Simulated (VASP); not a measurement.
# W2Cl (Fd-3m) in VASP: notebook, part 2 of 2

VASP 6.6.1.

## (4) Single point, PBE, collinear spin, zero start

This run uses another cell than the first one, of 19.48 Å³/atom.

The input, INCAR:

```
PREC = Accurate ; ENCUT = 520
EDIFF = 1E-7 ; ISMEAR = 0
SIGMA = 0.1 ; LREAL = False
LASPH = True ; NELM = 150
ALGO = Normal ; ISIF = 2
LWAVE = False ; LCHARG = False
ISPIN = 2 ; MAGMOM = 0 0 0 0 0 0
LORBIT = 11 ; LMAXMIX = 4
GGA = PE ; NBANDS = 48
```

The input, KPOINTS:

```
Automatic mesh
0
Gamma
  4 4 4
```

The input, POSCAR:

```
W2Cl
1.0
    0.0000000000      3.8804466515      3.8804466515
    3.8804466515      0.0000000000      3.8804466515
    3.8804466515      3.8804466515      0.0000000000
W Cl
4 2
Direct
    0.6250000000      0.6250000000      0.6250000000
    0.1250000000      0.6250000000      0.6250000000
    0.6250000000      0.6250000000      0.1250000000
    0.6250000000      0.1250000000      0.6250000000
    0.0000000000      0.0000000000      0.0000000000
    0.2500000000      0.2500000000      0.2500000000
```

Potentials or basis: VASP PAW PBE potentials, release 64 (W_sv, Cl).

Command:

```sh
cat potpaw_PBE.64/W_sv/POTCAR potpaw_PBE.64/Cl/POTCAR > POTCAR
mpirun -np 1 vasp_std > vasp.out
```

OUTCAR:

```text
PREC = Accurate
   ENCUT = 520
   EDIFF = 1E-7
   ISMEAR = 0
   LREAL = False
   LASPH = True
   NELM = 150
   ISIF = 2
   ISPIN = 2
   LORBIT = 11
   GGA = PE

 ion  position               nearest neighbor table
   1  0.625  0.625  0.625-   2 2.74   3 2.74   4 2.74   3 2.74   4 2.74   2 2.74
   2  0.125  0.625  0.625-   1 2.74   3 2.74   4 2.74   1 2.74   3 2.74   4 2.74
   3  0.625  0.625  0.125-   1 2.74   1 2.74   2 2.74   4 2.74   4 2.74   2 2.74
   4  0.625  0.125  0.625-   1 2.74   3 2.74   1 2.74   2 2.74   3 2.74   2 2.74
   5  0.000  0.000  0.000-
   6  0.250  0.250  0.250-

  LATTYP: Found a face centered cubic cell.
 ALAT       =     7.7608933030

  Lattice vectors:

 A1 = (   0.0000000000,   3.8804466515,   3.8804466515)
 A2 = (   3.8804466515,   0.0000000000,   3.8804466515)
 A3 = (   3.8804466515,   3.8804466515,   0.0000000000)

Analysis of symmetry for initial positions (statically):
=====================================================================
 Subroutine PRICEL returns:
 Original cell was already a primitive cell.

 Routine SETGRP: Setting up the symmetry group for a
 face centered cubic supercell.

 Subroutine GETGRP returns: Found 48 space group operations
 (whereof 24 operations were pure point group operations)
 out of a pool of 48 trial point group operations.

The static configuration has the point symmetry T_d .
 The point group associated with its full space group is O_h .

Analysis of symmetry for dynamics (positions and initial velocities):
=====================================================================
 Subroutine PRICEL returns:
 Original cell was already a primitive cell.

 Routine SETGRP: Setting up the symmetry group for a
 face centered cubic supercell.

 Subroutine GETGRP returns: Found 48 space group operations
 (whereof 24 operations were pure point group operations)
 out of a pool of 48 trial point group operations.

The dynamic configuration has the point symmetry T_d .
 The point group associated with its full space group is O_h .

Analysis of structural, dynamic, and magnetic symmetry:
=====================================================================
 Subroutine PRICEL returns:
 Original cell was already a primitive cell.

 Routine SETGRP: Setting up the symmetry group for a
 face centered cubic supercell.

 Subroutine GETGRP returns: Found 48 space group operations
 (whereof 24 operations were pure point group operations)
 out of a pool of 48 trial point group operations.

The overall configuration has the point symmetry T_d .
 The point group associated with its full space group is O_h .

 Subroutine INISYM returns: Found 48 space group operations
 (whereof 24 operations are pure point group operations),
 and found     1 'primitive' translations

----------------------------------------------------------------------------------------

                                     Primitive cell

  volume of cell :     116.8625

  direct lattice vectors                    reciprocal lattice vectors
     0.000000000  3.880446651  3.880446651    -0.128851147  0.128851147  0.128851147
     3.880446651  0.000000000  3.880446651     0.128851147 -0.128851147  0.128851147
[... 82 lines left out ...]
   ISIF   =      2    stress and relaxation
   ISYM   =      2    0-nonsym 1-usesym 2-fastsym
   POTIM  = 0.5000    time-step for ionic-motion
   TEBEG  =    0.0;   TEEND  =   0.0 temperature during run
   PSTRESS=    0.0 pullay stress
   NELECT =      70.0000    total number of electrons
   NUPDOWN=      -1.0000    fix difference up-down
   EMIN   =  10.00;   EMAX   =-10.00  energy-range for DOS
   EFERMI =   0.00;   METHOD = LEGACY
   ISMEAR =     0;   SIGMA  =   0.10  broadening in eV -4-tet -1-fermi 0-gaus
   EFERMI_NEDOS =   21; number of points for ismear=-14 and -15
   IALGO  =     38    algorithm
   IMIX   =      4    mixing-type and parameters
     AMIX     =   0.40;   BMIX     =  1.00
     AMIX_MAG =   1.60;   BMIX_MAG =  1.00
  volume/ion in A,a.u.               =      19.48       131.44
  Fermi-wavevector in a.u.,A,eV,Ry     =   1.380011  2.607842 25.911338  1.904430
  Thomas-Fermi vector in A             =   2.504927
   LORBIT       =     11    0 simple, 1 ext, 2 COOP (PROOUT), +10 PAW based schemes
   GGA     = PE    functional components
   LHFCALC =     F    Hartree Fock is set to
   AEXX    =    0.0000 exact exchange contribution
   IVDW    =     0    specifies the selected vdW correction
   LEPSILON=     F    determine dielectric tensor
   LRPA    =     F    only Hartree local field effects (RPA)
 spin polarized calculation
 Gauss-broadening in eV      SIGMA  =   0.10
  energy-cutoff  :      520.00
  volume of cell :      116.86
 maximum number of plane-waves:      3156
 NGX is ok and might be reduce to    42
   NGX = 21   NGY = 21   NGZ = 21

 number of electron      69.9999994 magnetization      -0.0000829

 number of electron      69.9999994 magnetization       0.0000072

 Free energy of the ion-electron system (eV)
  ---------------------------------------------------
  ext. energy  EPLUGINS =         0.00000000
  ---------------------------------------------------
  free energy    TOTEN  =       -45.68164811 eV

  energy without entropy =      -45.62737756  energy(sigma->0) =      -45.65451283

 E-fermi :   7.5439     XC(G=0): -11.5811

 val. band max:        7.5310884321   @ k =  -0.2500   0.2500   0.0000
 cond. band min:       7.5850808951   @ k =   0.2500   0.2500   0.0000
 fundamental gap:      0.0539924630
 Fermi energy:         7.5438753549

 spin component 1

 k-point     1 :       0.0000    0.0000    0.0000
  band No.  band energies     occupation
      1     -66.5292      1.00000
      2     -66.4147      1.00000
      3     -66.4147      1.00000
      4     -66.4147      1.00000
      5     -31.4355      1.00000
      6     -31.0205      1.00000
[... 389 lines left out ...]
     46      10.3748      0.00000
     47      12.2275      0.00000
 Fermi energy:         7.5438753549

 spin component 2

 k-point     1 :       0.0000    0.0000    0.0000
  band No.  band energies     occupation
      1     -66.5292      1.00000
      2     -66.4147      1.00000
      3     -66.4147      1.00000
      4     -66.4147      1.00000
      5     -31.4355      1.00000
      6     -31.0205      1.00000
[... 389 lines left out ...]
     46      10.3748      0.00000
     47      12.2275      0.00000
 [bands above 47 left out]

------------------------ aborting loop because EDIFF is reached ----------------------------------------

  FORCE on cell =-STRESS in cart. coord.  units (eV):
  Direction    XX          YY          ZZ          XY          YZ          ZX
  --------------------------------------------------------------------------------------
  -------------------------------------------------------------------------------------
  Total       -3.4796648     -3.4796648     -3.4796648     -0.0000000      0.0000000      0.0000000
  in kB      -47.7059823    -47.7059823    -47.7059823     -0.0000000      0.0000000      0.0000000
  external PRESSURE =     -47.7059823 kB  Pullay stress =       0.0000000 kB

 VOLUME and BASIS-vectors are now :
 -----------------------------------------------------------------------------
  energy-cutoff  :      520.00
  volume of cell :      116.86
      direct lattice vectors                 reciprocal lattice vectors
     0.000000000  3.880446651  3.880446651    -0.128851147  0.128851147  0.128851147
     3.880446651  0.000000000  3.880446651     0.128851147 -0.128851147  0.128851147
     3.880446651  3.880446651  0.000000000     0.128851147  0.128851147 -0.128851147

 POSITION                                       TOTAL-FORCE (eV/Angst)
 -----------------------------------------------------------------------------------
      4.85056      4.85056      4.85056         0.000000     -0.000000     -0.000000
      4.85056      2.91033      2.91033         0.000000     -0.000000     -0.000000
      2.91033      2.91033      4.85056         0.000000     -0.000000     -0.000000
      2.91033      4.85056      2.91033         0.000000     -0.000000     -0.000000
      0.00000      0.00000      0.00000        -0.000000     -0.000000     -0.000000
      1.94022      1.94022      1.94022         0.000000      0.000000      0.000000
 -----------------------------------------------------------------------------------
    total drift:                                0.000000      0.000000      0.000000

  FREE ENERGIE OF THE ION-ELECTRON SYSTEM (eV)
  ---------------------------------------------------
  free  energy   TOTEN  =       -45.6816481077 eV

  energy  without entropy=      -45.6273775571  energy(sigma->0) =      -45.65451283

 total charge

# of ion       s       p       d       tot
------------------------------------------
    1        2.421   6.169   3.355  11.946
    2        2.421   6.169   3.355  11.946
    3        2.421   6.169   3.355  11.946
    4        2.421   6.169   3.355  11.946
    5        1.654   3.306   0.000   4.960
    6        1.654   3.306   0.000   4.960
--------------------------------------------------
tot         12.992  31.289  13.422  57.703

 magnetization (x)

# of ion       s       p       d       tot
------------------------------------------
    1        0.000   0.000   0.000   0.000
    2        0.000   0.000   0.000   0.000
    3        0.000   0.000   0.000   0.000
    4        0.000   0.000   0.000   0.000
    5       -0.000   0.000   0.000   0.000
    6       -0.000   0.000   0.000   0.000
--------------------------------------------------
tot          0.000   0.000   0.000   0.000
```

Run time: 51 s. Hardware: 1 thread of Intel Xeon 6975P-C (Granite Rapids), shared host; peak memory 0.33 GiB.

What came out:

```yaml
Free_energy: -45.6816 eV
Pressure: -4.8 GPa
Band_gap_on_the_k_mesh: zero (filled and empty bands overlap)
Net_moment: 0.00 μB per cell
Valence_electrons_inside_the_program's_atomic_spheres: W 11.95; Cl 4.96
```

Caveat: the cell stands under tension; spin-orbit coupling is left out, which moves the levels of the heavy elements.

## (5) Overview

| spin | cell | gap on the mesh (eV) | pressure (GPa) |
| --- | --- | --- | --- |
| off | a = 5.416 Å, angles 60.0°, 6 atoms | none | 0.3 |
| off | a = 5.488 Å, angles 60.0°, 6 atoms | none | -4.8 |
| collinear, zero start | a = 5.488 Å, angles 60.0°, 6 atoms | none | -4.8 |

Alike in all rows: task single point; level PBE; potentials or basis VASP PAW PBE potentials, release 64 (W_sv, Cl); k mesh 4 × 4 × 4; cutoff (eV) 520; smearing gaussian 0.1 eV.

Caveats: spin-orbit coupling is left out, which moves the levels of the heavy elements; the cell stands under tension (at least some runs).

Absolute energies hang on the potentials; compare differences alone.

The gap in the log of VASP goes by the Fermi energy; the results here count the filled bands.